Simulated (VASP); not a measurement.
Crystal: MnO.

```
Mn O
1.0
     2.67239    0.00000    0.00000
     0.00000    2.67239    0.00000
     0.00000    0.00000    2.67239
Mn O
1 1
Cartesian
  0.0000 0.0000 0.0000
  1.3362 1.3362 1.3362
```

Program: VASP 6.6.1. Alike in all runs: task single point; potentials or basis VASP PAW PBE potentials, release 64 (Mn_pv, O); spin collinear, ferromagnetic start; cell as given; k mesh 5 × 5 × 5; cutoff (eV) 520; smearing fermi-dirac 0.05 eV.

Problem. Order these runs on this cell by their pressure, lowest first.
A. level PBE-based screened hybrid with 40 % exact exchange; share of exact exchange 0.4
B. level PBE-based screened hybrid with 50 % exact exchange; share of exact exchange 0.5
C. level PBE-based screened hybrid with 30 % exact exchange; share of exact exchange 0.3
D. level PBE-based screened hybrid with 15 % exact exchange; share of exact exchange 0.15

Solution. B (12.1 GPa), A (14.0 GPa), C (15.9 GPa), D (18.9 GPa).

Caveats: all runs use coarse meshes; the PAW data sets were made with another functional, which shifts forces and pressure a little; a cell with one magnetic atom can't hold antiferromagnetic order, which such compounds often take.
